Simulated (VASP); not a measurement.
# B6I (P6/mmm) in VASP: a series of runs

The runs below take B6I through single point, relaxation of cell and atoms, with PBE.

All numbers are computed with VASP 6.6.1; they aren't measurements. Logs are shortened: lines on timing, memory, paths and dates and some standing lists are left out, and cuts for length are marked.

## (1) The cell of the first run

It takes space group P6/mmm (No. 191, hexagonal). Conventional cell: a = 5.384 Å, b = 5.384 Å, c = 3.803 Å, α = 90.00°, β = 90.00°, γ = 120.00°. Within 2.1 Å of B (site symmetry -6m2) lie 3 B at 1.55 Å. Within 2.1 Å of B (site symmetry mmm) lie 2 B at 1.55 Å. Within 2.5 Å of B (site symmetry 6/mmm) lie 2 I at 1.90 Å. Within 2.5 Å of I (site symmetry 6/mmm) lie 2 B at 1.90 Å.

The cell was generated, and may not be a known phase.

## (2) Single point, PBE

INCAR reads:

```
SYSTEM = B6I
PREC = Accurate ; ENCUT = 520
EDIFF = 1E-6 ; ISMEAR = 0
SIGMA = 0.1 ; LREAL = .FALSE.
LASPH = .TRUE. ; NELM = 60
ALGO = Normal ; ISIF = 2
LWAVE = .FALSE. ; LCHARG = .TRUE.
GGA = PE ; LELF = .TRUE.
LVHAR = .TRUE. ; NBANDS = 22
```

KPOINTS reads:

```
regular mesh
0
G
  6 6 4
  0 0 0
```

POSCAR reads:

```
B6I
1.0
    5.3841635000      0.0000000000      0.0000000000
   -2.6920817500      4.6628223700      0.0000000000
    0.0000000000      0.0000000000      3.8027163700
B I
6 1
Direct
    0.3333333300      0.6666666700      0.5000000000
    0.6666666700      0.3333333300      0.5000000000
    0.5000000000      0.0000000000      0.5000000000
    0.0000000000      0.5000000000      0.5000000000
    0.5000000000      0.5000000000      0.5000000000
    0.0000000000      0.0000000000      0.5000000000
    0.0000000000      0.0000000000      0.0000000000
```

Potentials or basis: VASP PAW PBE potentials, release 64 (B, I).

Launch:

```
cat potpaw_PBE.64/B/POTCAR potpaw_PBE.64/I/POTCAR > POTCAR
mpirun -np 1 vasp_std > vasp.out
```

OUTCAR:

```text
SYSTEM = B6I
   PREC = Accurate
   ENCUT = 520
   EDIFF = 1E-6
   ISMEAR = 0
   LREAL = .FALSE.
   LASPH = .TRUE.
   NELM = 60
   ISIF = 2
   GGA = PE

 ion  position               nearest neighbor table
   1  0.333  0.667  0.500-   4 1.55   3 1.55   5 1.55
   2  0.667  0.333  0.500-   4 1.55   3 1.55   5 1.55
   3  0.500  0.000  0.500-   1 1.55   2 1.55
   4  0.000  0.500  0.500-   1 1.55   2 1.55
   5  0.500  0.500  0.500-   1 1.55   2 1.55
   6  0.000  0.000  0.500-   7 1.90   7 1.90
   7  0.000  0.000  0.000-   6 1.90   6 1.90

  LATTYP: Found a hexagonal cell.
 ALAT       =     5.3841635000
 C/A-ratio  =     0.7062780263

  Lattice vectors:

 A1 = (   5.3841635000,   0.0000000000,   0.0000000000)
 A2 = (  -2.6920817500,   4.6628223700,   0.0000000000)
 A3 = (   0.0000000000,   0.0000000000,   3.8027163700)

Analysis of symmetry for initial positions (statically):
=====================================================================
 Subroutine PRICEL returns:
 Original cell was already a primitive cell.

 Routine SETGRP: Setting up the symmetry group for a
 hexagonal supercell.

 Subroutine GETGRP returns: Found 24 space group operations
 (whereof 24 operations were pure point group operations)
 out of a pool of 24 trial point group operations.

The static configuration has the point symmetry D_6h.

Analysis of symmetry for dynamics (positions and initial velocities):
=====================================================================
 Subroutine PRICEL returns:
 Original cell was already a primitive cell.

 Routine SETGRP: Setting up the symmetry group for a
 hexagonal supercell.

 Subroutine GETGRP returns: Found 24 space group operations
 (whereof 24 operations were pure point group operations)
 out of a pool of 24 trial point group operations.

The dynamic configuration has the point symmetry D_6h.

 Subroutine INISYM returns: Found 24 space group operations
 (whereof 24 operations are pure point group operations),
 and found     1 'primitive' translations

----------------------------------------------------------------------------------------

                                     Primitive cell

  volume of cell :      95.4687

  direct lattice vectors                    reciprocal lattice vectors
     5.384163500  0.000000000  0.000000000     0.185729872  0.107231192  0.000000000
    -2.692081750  4.662822370  0.000000000     0.000000000  0.214462384  0.000000000
     0.000000000  0.000000000  3.802716370     0.000000000  0.000000000  0.262969915

  length of vectors
     5.384163500  5.384163501  3.802716370     0.214462384  0.214462384  0.262969915

  position of ions in fractional coordinates (direct lattice)
     0.333333330  0.666666670  0.500000000
     0.666666670  0.333333330  0.500000000
     0.500000000  0.000000000  0.500000000
     0.000000000  0.500000000  0.500000000
     0.500000000  0.500000000  0.500000000
     0.000000000  0.000000000  0.500000000
     0.000000000  0.000000000  0.000000000

  ion indices of the primitive-cell ions
   primitive index   ion index
                 1           1
                 2           2
                 3           3
                 4           4
                 5           5
                 6           6
                 7           7

----------------------------------------------------------------------------------------

 KPOINTS: regular mesh

Automatic generation of k-mesh.
 Grid dimensions read from file:
 generate k-points for:    6    6    4

 Generating k-lattice:

  Cartesian coordinates                     Fractional coordinates (reciprocal lattice)
     0.030954979  0.017871865  0.000000000     0.166666667  0.000000000  0.000000000
     0.000000000  0.035743731  0.000000000     0.000000000  0.166666667  0.000000000
     0.000000000  0.000000000  0.065742479     0.000000000  0.000000000  0.250000000

  Length of vectors
     0.035743731  0.035743731  0.065742479

  Shift w.r.t. Gamma in fractional coordinates (k-lattice)
     0.000000000  0.000000000  0.000000000

 Subroutine IBZKPT returns following result:
 ===========================================

 Found     21 irreducible k-points:

 Following reciprocal coordinates:
            Coordinates               Weight
  0.000000  0.000000  0.000000      1.000000
  0.166667 -0.000000  0.000000      6.000000
  0.333333  0.000000  0.000000      6.000000
  0.500000  0.000000  0.000000      3.000000
  0.166667  0.166667  0.000000      6.000000
  0.333333  0.166667  0.000000     12.000000
[... 13 lines left out ...]
  0.333333  0.166667  0.500000     12.000000
  0.333333  0.333333  0.500000      2.000000
   k-points           NKPTS =     21   k-points in BZ     NKDIM =     21   number of bands    NBANDS=     22
   number of dos      NEDOS =    301   number of ions     NIONS =      7
   total plane-waves  NPLWV =  44800
   dimension x,y,z NGX =    40 NGY =   40 NGZ =   28
   dimension x,y,z NGXF=    80 NGYF=   80 NGZF=   56
   ions per type =               6   1
   NGX,Y,Z   is equivalent  to a cutoff of  12.35, 12.35, 12.24 a.u.
   NGXF,Y,Z  is equivalent  to a cutoff of  24.70, 24.70, 24.48 a.u.
 SYSTEM =  B6I
   PREC   = accura    normal or accurate (medium, high low for compatibility)
   ISTART =      0    job   : 0-new  1-cont  2-samecut
   ICHARG =      2    charge: 1-file 2-atom 10-const
   ISPIN  =      1    spin polarized calculation?
   LNONCOLLINEAR =      F non collinear calculations
   LSORBIT =      F    spin-orbit coupling
   LASPH  =      T    aspherical Exc in radial PAW
   ENCUT  =  520.0 eV  38.22 Ry    6.18 a.u.  10.01 10.01  7.07*2*pi/ulx,y,z
   NELM   =     60;   NELMIN=  2; NELMDL= -5     # of ELM steps
   EDIFF  = 0.1E-05   stopping-criterion for ELM
   LREAL  =      F    real-space projection
   EDIFFG = 0.1E-04   stopping-criterion for IOM
   NSW    =      0    number of steps for IOM
   IBRION =     -1    ionic relax: 0-MD 1-quasi-New 2-CG
   NFREE  =      0    steps in history (QN), initial steepest desc. (CG)
   ISIF   =      2    stress and relaxation
   ISYM   =      2    0-nonsym 1-usesym 2-fastsym
   POTIM  = 0.5000    time-step for ionic-motion
   TEBEG  =    0.0;   TEEND  =   0.0 temperature during run
   PSTRESS=    0.0 pullay stress
   NELECT =      25.0000    total number of electrons
   NUPDOWN=      -1.0000    fix difference up-down
   EMIN   =  10.00;   EMAX   =-10.00  energy-range for DOS
   EFERMI =   0.00;   METHOD = LEGACY
   ISMEAR =     0;   SIGMA  =   0.10  broadening in eV -4-tet -1-fermi 0-gaus
   EFERMI_NEDOS =   21; number of points for ismear=-14 and -15
   IALGO  =     38    algorithm
   IMIX   =      4    mixing-type and parameters
     AMIX     =   0.40;   BMIX     =  1.00
     AMIX_MAG =   1.60;   BMIX_MAG =  1.00
  volume/ion in A,a.u.               =      13.64        92.04
  Fermi-wavevector in a.u.,A,eV,Ry     =   1.047372  1.979247 14.925443  1.096989
  Thomas-Fermi vector in A             =   2.182250
   LORBIT       =      0    0 simple, 1 ext, 2 COOP (PROOUT), +10 PAW based schemes
   GGA     = PE    functional components
   LHFCALC =     F    Hartree Fock is set to
   AEXX    =    0.0000 exact exchange contribution
   IVDW    =     0    specifies the selected vdW correction
   LEPSILON=     F    determine dielectric tensor
   LRPA    =     F    only Hartree local field effects (RPA)
 non-spin polarized calculation
 Gauss-broadening in eV      SIGMA  =   0.10
  energy-cutoff  :      520.00
  volume of cell :       95.47
 maximum number of plane-waves:      2589
   NGX = 21   NGY = 21   NGZ = 15

 number of electron      24.9999997 magnetization

 Free energy of the ion-electron system (eV)
  ---------------------------------------------------
  ext. energy  EPLUGINS =         0.00000000
  ---------------------------------------------------
  free energy    TOTEN  =       -30.15891201 eV

  energy without entropy =      -30.14363184  energy(sigma->0) =      -30.15127192

 E-fermi :   4.1322     XC(G=0):  -9.6629

 val. band max:        4.0957321398   @ k =   0.1667  -0.0000   0.5000
 cond. band min:       4.1730090400   @ k =   0.3333   0.3333   0.2500
 fundamental gap:      0.0772769002
 Fermi energy:         4.1322443100

 k-point     1 :       0.0000    0.0000    0.0000
  band No.  band energies     occupation
      1     -12.3577      2.00000
      2      -5.8686      2.00000
      3      -4.3383      2.00000
      4      -3.3384      2.00000
      5      -2.5183      2.00000
      6      -2.5183      2.00000
[... 14 lines left out ...]
     21      10.0771      0.00000
     22      11.5342      0.00000

 k-point     2 :       0.1667   -0.0000    0.0000
  band No.  band energies     occupation
      1     -12.3384      2.00000
      2      -5.9493      2.00000
      3      -4.3276      2.00000
      4      -3.8500      2.00000
      5      -2.9583      2.00000
      6      -2.4408      2.00000
[... 14 lines left out ...]
     21      10.4206      0.00000
     22      11.6267      0.00000

 k-point     3 :       0.3333    0.0000    0.0000
  band No.  band energies     occupation
      1     -12.2987      2.00000
      2      -6.0866      2.00000
      3      -4.5254      2.00000
      4      -4.3061      2.00000
      5      -3.3666      2.00000
      6      -1.7205      2.00000
[... 14 lines left out ...]
     21      10.7418      0.00000
     22      12.0265      0.00000
[... 401 lines left out ...]
 k-point    20 :       0.3333    0.1667    0.5000
  band No.  band energies     occupation
      1     -11.6016      2.00000
      2      -7.2621      2.00000
      3      -5.3255      2.00000
      4      -4.5262      2.00000
      5      -1.8730      2.00000
      6      -0.9788      2.00000
[... 14 lines left out ...]
     21      11.5004      0.00000
     22      12.7228      0.00000

 k-point    21 :       0.3333    0.3333    0.5000
  band No.  band energies     occupation
      1     -11.5978      2.00000
      2      -7.1736      2.00000
      3      -5.1019      2.00000
      4      -5.1019      2.00000
      5      -1.4408      2.00000
      6      -0.7504      2.00000
[... 14 lines left out ...]
     21      11.0689      0.00000
     22      12.9608      0.00000

------------------------ aborting loop because EDIFF is reached ----------------------------------------

  FORCE on cell =-STRESS in cart. coord.  units (eV):
  Direction    XX          YY          ZZ          XY          YZ          ZX
  --------------------------------------------------------------------------------------
  -------------------------------------------------------------------------------------
  Total        8.4830622      8.4830622     16.8326328      0.0000000     -0.0000000      0.0000000
  in kB      142.3646584    142.3646584    282.4890296      0.0000000     -0.0000000      0.0000000
  external PRESSURE =     189.0727821 kB  Pullay stress =       0.0000000 kB

 VOLUME and BASIS-vectors are now :
 -----------------------------------------------------------------------------
  energy-cutoff  :      520.00
  volume of cell :       95.47
      direct lattice vectors                 reciprocal lattice vectors
     5.384163500  0.000000000  0.000000000     0.185729872  0.107231192  0.000000000
    -2.692081750  4.662822370  0.000000000     0.000000000  0.214462384  0.000000000
     0.000000000  0.000000000  3.802716370     0.000000000  0.000000000  0.262969915

 POSITION                                       TOTAL-FORCE (eV/Angst)
 -----------------------------------------------------------------------------------
     -0.00000      3.10855      1.90136        -0.000000     -0.000000      0.000000
      2.69208      1.55427      1.90136         0.000000      0.000000      0.000000
      2.69208      0.00000      1.90136         0.000000      0.000000      0.000000
     -1.34604      2.33141      1.90136         0.000000      0.000000      0.000000
      1.34604      2.33141      1.90136         0.000000      0.000000      0.000000
      0.00000      0.00000      1.90136         0.000000      0.000000      0.000000
      0.00000      0.00000      0.00000         0.000000      0.000000      0.000000
 -----------------------------------------------------------------------------------
    total drift:                                0.000000      0.000000     -0.000000

  FREE ENERGIE OF THE ION-ELECTRON SYSTEM (eV)
  ---------------------------------------------------
  free  energy   TOTEN  =       -30.1589120055 eV

  energy  without entropy=      -30.1436318364  energy(sigma->0) =      -30.15127192
```

Wall time 48 s (1 thread of Intel Xeon Platinum 8488C (Sapphire Rapids), shared host); peak memory 0.21 GiB.

Results:

```yaml
Free_energy: -30.1589 eV
Pressure: 18.9 GPa
Band_gap_on_the_k_mesh: zero (an odd number of electrons rules out a gap without spin polarisation)
```

Caveat: the k points lie up to 0.41 Å⁻¹ apart, too coarse for converged energies and pressures of a metal; spin-orbit coupling is left out, which moves the levels of the heavy elements; an odd number of electrons without spin polarisation forces a metal; a magnetic or distorted state may lie lower.

## (3) Single point, PBE

This run uses another cell than the first one, of 17.74 Å³/atom.

INCAR reads:

```
SYSTEM = B6I
ALGO = Normal
EDIFF = 1E-6
ENCUT = 520
GGA = PE
ISIF = 2
ISMEAR = 0
LASPH = .TRUE.
LCHARG = .FALSE.
LREAL = .FALSE.
LWAVE = .FALSE.
NBANDS = 22
NELM = 60
PREC = Accurate
SIGMA = 0.1
```

KPOINTS reads:

```
k-points
0
G
  6 6 4
  0 0 0
```

POSCAR reads:

```
B6I
1.0
    5.5314783652      0.0000000000      0.0000000000
   -2.7657391826      4.7904007847      0.0000000000
    0.0000000000      0.0000000000      4.6853744960
B I
6 1
Direct
    0.3333333333      0.6666666667      0.5000000000
    0.6666666667      0.3333333333      0.5000000000
    0.5000000000      0.0000000000      0.5000000000
    0.0000000000      0.5000000000      0.5000000000
    0.5000000000      0.5000000000      0.5000000000
    0.0000000000      0.0000000000      0.5000000000
    0.0000000000      0.0000000000      0.0000000000
```

Potentials or basis: VASP PAW PBE potentials, release 64 (B, I).

Launch:

```
cat potpaw_PBE.64/B/POTCAR potpaw_PBE.64/I/POTCAR > POTCAR
mpirun -np 1 vasp_std > vasp.out
```

It took 64 s on 1 thread of Intel Xeon Platinum 8488C (Sapphire Rapids), shared host; peak memory 0.25 GiB.

It converged, with:

- Free energy: -32.4956 eV
- Pressure: 0.0 GPa
- Band gap on the k mesh: zero (an odd number of electrons rules out a gap without spin polarisation)

Levels at points of the mesh, in eV from the Fermi level:
```tsv
k point	band 8	band 9	band 10	band 11	band 12	band 13	band 14	band 15	band 16	band 17
(0.00, 0.00, 0.00)	-4.70	-3.86	-1.93	-1.93	-1.60	1.17	1.17	2.62	2.62	2.70
(0.50, 0.00, 0.00)	-3.14	-2.64	-2.54	-2.42	-1.35	-0.10	0.84	1.88	2.22	2.36
(0.00, 0.00, 0.50)	-4.09	-2.52	-2.52	-2.45	0.12	0.12	1.81	1.90	1.90	2.10
(0.50, 0.00, 0.50)	-3.07	-2.70	-2.51	-0.84	-0.34	-0.23	0.88	1.51	1.86	2.59
```

Caveat: spin-orbit coupling is left out, which moves the levels of the heavy elements; an odd number of electrons without spin polarisation forces a metal; a magnetic or distorted state may lie lower.

## (4) Relaxation of cell and atoms, PBE

INCAR reads:

```
ALGO = Normal
EDIFF = 1E-6
EDIFFG = -0.04
ENCUT = 600
GGA = PE
IBRION = 2
ISIF = 3
ISMEAR = 0
LASPH = True
LCHARG = False
LREAL = False
LWAVE = False
NELM = 80
NSW = 90
PREC = Accurate
SIGMA = 0.1
```

KPOINTS reads:

```
k-points
0
Gamma
  6 6 4
```

POSCAR reads:

```
B6I
1.0
    5.3841635000      0.0000000000      0.0000000000
   -2.6920817500      4.6628223700      0.0000000000
    0.0000000000      0.0000000000      3.8027163700
B I
6 1
Direct
    0.3333333300      0.6666666700      0.5000000000
    0.6666666700      0.3333333300      0.5000000000
    0.5000000000      0.0000000000      0.5000000000
    0.0000000000      0.5000000000      0.5000000000
    0.5000000000      0.5000000000      0.5000000000
    0.0000000000      0.0000000000      0.5000000000
    0.0000000000      0.0000000000      0.0000000000
```

Launch:

```
cat potpaw_PBE.64/B/POTCAR potpaw_PBE.64/I/POTCAR > POTCAR
mpirun -np 1 vasp_std > vasp.out
```

Wall time 5.1 min (1 thread of Intel Xeon Platinum 8488C (Sapphire Rapids), shared host); peak memory 0.28 GiB.

It converged, with:

- Free energy: -32.4925 eV
- Relaxed volume: 17.76 Å³/atom
- Relaxed cell: a = 5.530 Å, b = 5.530 Å, c = 4.695 Å, α = 90.00°, β = 90.00°, γ = 120.00°
- Space group after relaxing (to 0.1 Å): P6/mmm (No. 191)
- Energy gained by relaxing: 332.5 meV/atom
- Ionic steps: 10
- Pressure after relaxing: -0.1 GPa
- Band gap on the k mesh: zero (an odd number of electrons rules out a gap without spin polarisation)

Stress tensor (GPa, compression positive):
```
 0.02  0.00  0.00
 0.00  0.02  0.00
 0.00  0.00 -0.19
```

Step by step:
| step | energy change (eV) | largest force (eV/Å) | pressure (GPa) | volume (Å³) |
| --- | --- | --- | --- | --- |
| 1 | 0.0000 | 0.0000 | 18.89 | 95.47 |
| 2 | -1.7180 | 0.0000 | 0.93 | 119.35 |
| 3 | -1.5271 | 0.0000 | -7.78 | 139.07 |
| 4 | -1.7894 | 0.0000 | -3.21 | 126.93 |
| 5 | -2.2677 | 0.0000 | -3.02 | 130.34 |
| 6 | -2.2693 | 0.0000 | -2.95 | 130.48 |
| 7 | -2.3254 | 0.0000 | 0.55 | 123.43 |
| 8 | -2.3270 | 0.0000 | 0.01 | 124.40 |
| 9 | -2.3270 | 0.0000 | -0.05 | 124.52 |
| 10 | -2.3278 | 0.0000 | -0.05 | 124.35 |

Final structure:
```
B I
1.0
     5.53036    0.00000    0.00000
    -2.76518    4.78943    0.00000
     0.00000    0.00000    4.69489
B I
6 1
Direct
  0.33333 0.66667 0.50000
  0.66667 0.33333 0.50000
  0.50000 0.00000 0.50000
  0.00000 0.50000 0.50000
  0.50000 0.50000 0.50000
  0.00000 0.00000 0.50000
  0.00000 0.00000 0.00000
```

Levels at points of the mesh, in eV from the Fermi level:
| k point | band 8 | band 9 | band 10 | band 11 | band 12 | band 13 | band 14 | band 15 | band 16 |
| --- | --- | --- | --- | --- | --- | --- | --- | --- | --- |
| (0.00, 0.00, 0.00) | -4.69 | -3.88 | -1.93 | -1.93 | -1.60 | 1.15 | 1.15 | 2.62 | 2.62 |
| (0.50, 0.00, 0.00) | -3.15 | -2.64 | -2.54 | -2.41 | -1.36 | -0.11 | 0.83 | 1.87 | 2.22 |
| (0.00, 0.00, 0.50) | -4.09 | -2.51 | -2.51 | -2.45 | 0.12 | 0.12 | 1.90 | 1.90 | 2.10 |
| (0.50, 0.00, 0.50) | -3.07 | -2.70 | -2.52 | -0.84 | -0.34 | -0.23 | 0.88 | 1.49 | 1.84 |

Caveat: the k points lie up to 0.33 Å⁻¹ apart in the final cell, too coarse for converged energies and pressures of a metal; the volume moved by over 15 % at a fixed basis, so the end points are rough; spin-orbit coupling is left out, which moves the levels of the heavy elements; an odd number of electrons without spin polarisation forces a metal; a magnetic or distorted state may lie lower.

[end of part 1 of 2]

The gap in the log of VASP goes by the Fermi energy; the results here count the filled bands.